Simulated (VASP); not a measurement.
# K (Pm-3m) in VASP: single point with PBEsol

Aim: the single point of K with PBEsol.

All numbers are computed with VASP 6.6.1; they aren't measurements. Logs are shortened: lines on timing, memory, paths and dates and some standing lists are left out, and cuts for length are marked.

## 1. The cell of the first run

It takes space group Pm-3m (No. 221, cubic). The conventional cell has a = 4.046 Å, b = 4.046 Å, c = 4.046 Å, α = 90.00°, β = 90.00°, γ = 90.00°. Within 5.3 Å of K (site symmetry m-3m) lie 6 K at 4.05 Å.

## 2. Single point, PBEsol

Contents of INCAR:

```
SYSTEM = K
  PREC = Accurate
  ENCUT = 520
  EDIFF = 1E-6
  ISMEAR = -1
  SIGMA = 0.1
  LREAL = .False.
  LASPH = .True.
  NELM = 100
  ALGO = Normal
  ISIF = 2
  LWAVE = .False.
  LCHARG = .False.
  GGA = PS
  NBANDS = 10
```

Contents of KPOINTS:

```
regular mesh
0
Gamma
  6 6 6
  0 0 0
```

Contents of POSCAR:

```
K
1.0
    4.0464110000      0.0000000000      0.0000000000
    0.0000000000      4.0464110000      0.0000000000
    0.0000000000      0.0000000000      4.0464110000
K
1
Direct
    0.5000000000      0.5000000000      0.5000000000
```

Potentials or basis: VASP PAW PBE potentials, release 64 (K_sv).

On the command line:

```
cat potpaw_PBE.64/K_sv/POTCAR > POTCAR
mpirun -np 1 vasp_std > vasp.out
```

OUTCAR:

```text
SYSTEM = K
   PREC = Accurate
   ENCUT = 520
   EDIFF = 1E-6
   ISMEAR = -1
   LREAL = .False.
   LASPH = .True.
   NELM = 100
   ISIF = 2
   GGA = PS

 ion  position               nearest neighbor table
   1  0.500  0.500  0.500-

  LATTYP: Found a simple cubic cell.
 ALAT       =     4.0464110000

  Lattice vectors:

 A1 = (   4.0464110000,   0.0000000000,   0.0000000000)
 A2 = (   0.0000000000,   4.0464110000,   0.0000000000)
 A3 = (   0.0000000000,   0.0000000000,   4.0464110000)

Analysis of symmetry for initial positions (statically):
=====================================================================
 Subroutine PRICEL returns:
 Original cell was already a primitive cell.

 Routine SETGRP: Setting up the symmetry group for a
 simple cubic supercell.

 Subroutine GETGRP returns: Found 48 space group operations
 (whereof 48 operations were pure point group operations)
 out of a pool of 48 trial point group operations.

The static configuration has the point symmetry O_h .

Analysis of symmetry for dynamics (positions and initial velocities):
=====================================================================
 Subroutine PRICEL returns:
 Original cell was already a primitive cell.

 Routine SETGRP: Setting up the symmetry group for a
 simple cubic supercell.

 Subroutine GETGRP returns: Found 48 space group operations
 (whereof 48 operations were pure point group operations)
 out of a pool of 48 trial point group operations.

The dynamic configuration has the point symmetry O_h .

 Subroutine INISYM returns: Found 48 space group operations
 (whereof 48 operations are pure point group operations),
 and found     1 'primitive' translations

----------------------------------------------------------------------------------------

                                     Primitive cell

  volume of cell :      66.2537

  direct lattice vectors                    reciprocal lattice vectors
     4.046411000  0.000000000  0.000000000     0.247132582  0.000000000  0.000000000
     0.000000000  4.046411000  0.000000000     0.000000000  0.247132582  0.000000000
     0.000000000  0.000000000  4.046411000     0.000000000  0.000000000  0.247132582

  length of vectors
     4.046411000  4.046411000  4.046411000     0.247132582  0.247132582  0.247132582

  position of ions in fractional coordinates (direct lattice)
     0.500000000  0.500000000  0.500000000

  ion indices of the primitive-cell ions
   primitive index   ion index
                 1           1

----------------------------------------------------------------------------------------

 KPOINTS: regular mesh

Automatic generation of k-mesh.
 Grid dimensions read from file:
 generate k-points for:    6    6    6

 Generating k-lattice:

  Cartesian coordinates                     Fractional coordinates (reciprocal lattice)
     0.041188764  0.000000000  0.000000000     0.166666667  0.000000000  0.000000000
     0.000000000  0.041188764  0.000000000     0.000000000  0.166666667  0.000000000
     0.000000000  0.000000000  0.041188764     0.000000000  0.000000000  0.166666667

  Length of vectors
     0.041188764  0.041188764  0.041188764

  Shift w.r.t. Gamma in fractional coordinates (k-lattice)
     0.000000000  0.000000000  0.000000000

 Subroutine IBZKPT returns following result:
 ===========================================

 Found     20 irreducible k-points:

 Following reciprocal coordinates:
            Coordinates               Weight
  0.000000  0.000000  0.000000      1.000000
  0.166667  0.000000  0.000000      6.000000
  0.333333  0.000000  0.000000      6.000000
  0.500000  0.000000  0.000000      3.000000
  0.166667  0.166667  0.000000     12.000000
  0.333333  0.166667  0.000000     24.000000
[... 12 lines left out ...]
  0.500000  0.500000  0.333333      6.000000
  0.500000  0.500000  0.500000      1.000000
   k-points           NKPTS =     20   k-points in BZ     NKDIM =     20   number of bands    NBANDS=     10
   number of dos      NEDOS =    301   number of ions     NIONS =      1
   total plane-waves  NPLWV =  27000
   dimension x,y,z NGX =    30 NGY =   30 NGZ =   30
   dimension x,y,z NGXF=    60 NGYF=   60 NGZF=   60
   ions per type =               1
   NGX,Y,Z   is equivalent  to a cutoff of  12.33, 12.33, 12.33 a.u.
   NGXF,Y,Z  is equivalent  to a cutoff of  24.65, 24.65, 24.65 a.u.
 SYSTEM =  K
   PREC   = accura    normal or accurate (medium, high low for compatibility)
   ISTART =      0    job   : 0-new  1-cont  2-samecut
   ICHARG =      2    charge: 1-file 2-atom 10-const
   ISPIN  =      1    spin polarized calculation?
   LNONCOLLINEAR =      F non collinear calculations
   LSORBIT =      F    spin-orbit coupling
   LASPH  =      T    aspherical Exc in radial PAW
   ENCUT  =  520.0 eV  38.22 Ry    6.18 a.u.   7.52  7.52  7.52*2*pi/ulx,y,z
   NELM   =    100;   NELMIN=  2; NELMDL= -5     # of ELM steps
   EDIFF  = 0.1E-05   stopping-criterion for ELM
   LREAL  =      F    real-space projection
   EDIFFG = 0.1E-04   stopping-criterion for IOM
   NSW    =      0    number of steps for IOM
   IBRION =     -1    ionic relax: 0-MD 1-quasi-New 2-CG
   NFREE  =      0    steps in history (QN), initial steepest desc. (CG)
   ISIF   =      2    stress and relaxation
   ISYM   =      2    0-nonsym 1-usesym 2-fastsym
   POTIM  = 0.5000    time-step for ionic-motion
   TEBEG  =    0.0;   TEEND  =   0.0 temperature during run
   PSTRESS=    0.0 pullay stress
   NELECT =       9.0000    total number of electrons
   NUPDOWN=      -1.0000    fix difference up-down
   EMIN   =  10.00;   EMAX   =-10.00  energy-range for DOS
   EFERMI =   0.00;   METHOD = LEGACY
   ISMEAR =    -1;   SIGMA  =   0.10  broadening in eV -4-tet -1-fermi 0-gaus
   EFERMI_NEDOS =   21; number of points for ismear=-14 and -15
   IALGO  =     38    algorithm
   IMIX   =      4    mixing-type and parameters
     AMIX     =   0.40;   BMIX     =  1.00
     AMIX_MAG =   1.60;   BMIX_MAG =  1.00
  volume/ion in A,a.u.               =      66.25       447.10
  Fermi-wavevector in a.u.,A,eV,Ry     =   0.841561  1.590320  9.635988  0.708225
  Thomas-Fermi vector in A             =   1.956126
   LORBIT       =      0    0 simple, 1 ext, 2 COOP (PROOUT), +10 PAW based schemes
   GGA     = PS    functional components
   LHFCALC =     F    Hartree Fock is set to
   AEXX    =    0.0000 exact exchange contribution
   IVDW    =     0    specifies the selected vdW correction
   LEPSILON=     F    determine dielectric tensor
   LRPA    =     F    only Hartree local field effects (RPA)
 non-spin polarized calculation
  energy-cutoff  :      520.00
  volume of cell :       66.25
 maximum number of plane-waves:      1804
   NGX = 15   NGY = 15   NGZ = 15

 number of electron       9.0000003 magnetization

 Free energy of the ion-electron system (eV)
  ---------------------------------------------------
  ext. energy  EPLUGINS =         0.00000000
  ---------------------------------------------------
  free energy    TOTEN  =        -1.02044340 eV

  energy without entropy =       -0.99128320  energy(sigma->0) =       -1.00586330

 E-fermi :   0.1549     XC(G=0):  -5.9593

 val. band max:        0.0895076671   @ k =   0.5000   0.0000   0.0000
 cond. band min:       0.1603350721   @ k =   0.3333   0.3333   0.1667
 fundamental gap:      0.0708274049
 Fermi energy:         0.1549029422

 k-point     1 :       0.0000    0.0000    0.0000
  band No.  band energies     occupation
      1     -32.0442      2.00000
      2     -15.5203      2.00000
      3     -15.5203      2.00000
      4     -15.5203      2.00000
      5      -2.2158      2.00000
      6       2.9923      0.00000
      7       2.9923      0.00000
      8       6.6821      0.00000
      9       6.6821      0.00000
     10       6.6821      0.00000

 k-point     2 :       0.1667    0.0000    0.0000
  band No.  band energies     occupation
      1     -32.0418      2.00000
      2     -15.5600      2.00000
      3     -15.5169      2.00000
      4     -15.5169      2.00000
      5      -1.9190      2.00000
      6       2.7569      0.00000
      7       3.1314      0.00000
      8       5.9101      0.00000
      9       5.9101      0.00000
     10       6.4722      0.00000

 k-point     3 :       0.3333    0.0000    0.0000
  band No.  band energies     occupation
      1     -32.0370      2.00000
      2     -15.6379      2.00000
      3     -15.5102      2.00000
      4     -15.5102      2.00000
      5      -1.0794      1.99999
      6       1.6645      0.00000
      7       3.4588      0.00000
      8       5.2251      0.00000
      9       5.2251      0.00000
     10       6.6759      0.00000

 k-point     4 :       0.5000    0.0000    0.0000
  band No.  band energies     occupation
      1     -32.0346      2.00000
      2     -15.6763      2.00000
      3     -15.5068      2.00000
      4     -15.5068      2.00000
      5       0.0895      1.31580
      6       0.2868      0.42197
      7       3.6588      0.00000
      8       4.9800      0.00000
      9       4.9800      0.00000
     10       6.8490      0.00000
[... 170 lines left out ...]
 k-point    18 :       0.5000    0.3333    0.3333
  band No.  band energies     occupation
      1     -32.0207      2.00000
      2     -15.6453      2.00000
      3     -15.6065      2.00000
      4     -15.6036      2.00000
      5       1.4290      0.00001
      6       2.1261      0.00000
      7       2.7818      0.00000
      8       4.3702      0.00000
      9       4.5358      0.00000
     10       5.0322      0.00000

 k-point    19 :       0.5000    0.5000    0.3333
  band No.  band energies     occupation
      1     -32.0184      2.00000
      2     -15.6403      2.00000
      3     -15.6403      2.00000
      4     -15.6005      2.00000
      5       1.8715      0.00000
      6       2.4183      0.00000
      7       2.4183      0.00000
      8       4.0902      0.00000
      9       5.1915      0.00000
     10       5.1915      0.00000

 k-point    20 :       0.5000    0.5000    0.5000
  band No.  band energies     occupation
      1     -32.0161      2.00000
      2     -15.6354      2.00000
      3     -15.6354      2.00000
      4     -15.6354      2.00000
      5       2.3525      0.00000
      6       2.3525      0.00000
      7       2.3525      0.00000
      8       4.6403      0.00000
      9       5.1405      0.00000
     10       5.1405      0.00000

------------------------ aborting loop because EDIFF is reached ----------------------------------------

  FORCE on cell =-STRESS in cart. coord.  units (eV):
  Direction    XX          YY          ZZ          XY          YZ          ZX
  --------------------------------------------------------------------------------------
  -------------------------------------------------------------------------------------
  Total        0.2064970      0.2064970      0.2064970     -0.0000000     -0.0000000      0.0000000
  in kB        4.9936060      4.9936060      4.9936060     -0.0000000     -0.0000000      0.0000000
  external PRESSURE =       4.9936060 kB  Pullay stress =       0.0000000 kB

 VOLUME and BASIS-vectors are now :
 -----------------------------------------------------------------------------
  energy-cutoff  :      520.00
  volume of cell :       66.25
      direct lattice vectors                 reciprocal lattice vectors
     4.046411000  0.000000000  0.000000000     0.247132582  0.000000000  0.000000000
     0.000000000  4.046411000  0.000000000     0.000000000  0.247132582  0.000000000
     0.000000000  0.000000000  4.046411000     0.000000000  0.000000000  0.247132582

 POSITION                                       TOTAL-FORCE (eV/Angst)
 -----------------------------------------------------------------------------------
      2.02321      2.02321      2.02321         0.000000      0.000000      0.000000
 -----------------------------------------------------------------------------------
    total drift:                                0.000000      0.000000      0.000000

  FREE ENERGIE OF THE ION-ELECTRON SYSTEM (eV)
  ---------------------------------------------------
  free  energy   TOTEN  =        -1.0204433998 eV

  energy  without entropy=       -0.9912832016  energy(sigma->0) =       -1.00586330
```

Wall time 18 s (1 thread of Intel Xeon 8259CL, shared host); peak memory 0.16 GiB.

What came out:

* Free energy: -1.0204 eV
* Pressure: 0.5 GPa

Caveat: the PAW data sets were made with another functional, which shifts forces and pressure a little.
